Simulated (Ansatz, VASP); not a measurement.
**KF: VASP beside Ansatz**

```
K F
1.0
     3.30360    0.00000    0.00000
     0.00000    3.30360    0.00000
     0.00000    0.00000    3.17146
K F
1 1
Cartesian
  0.0000 0.0000 0.0000
  1.6518 1.6518 1.5857
```

Alike in both runs: task single point; functional PBE; k mesh 8 × 8 × 8; occupations gaussian, width 0.05 eV; no spin polarisation.

```csv
,VASP,Ansatz
version,VASP 6.6.1,Ansatz 0.2.0
potentials or method,"VASP PAW PBE potentials, release 64 (K_sv, F), cutoff 520 eV","scalar-relativistic, plane waves, PAW"
valence electrons in the cell,16,16
```

Ansatz gave:

```
gap on the k mesh at the Fermi level (eV)                     : 6.17
least direct gap on the mesh (eV)                             : 6.22
pressure (GPa)                                                : 0.0
traceless stress, the component that is largest in VASP (GPa) : 2.32
```

**Question.** Which values does VASP return?

**Answer.** gap on the k mesh at the Fermi level (eV): 6.15; least direct gap on the mesh (eV): 6.20; pressure (GPa): 0.0; traceless stress, the component that is largest in VASP (GPa): 2.33.
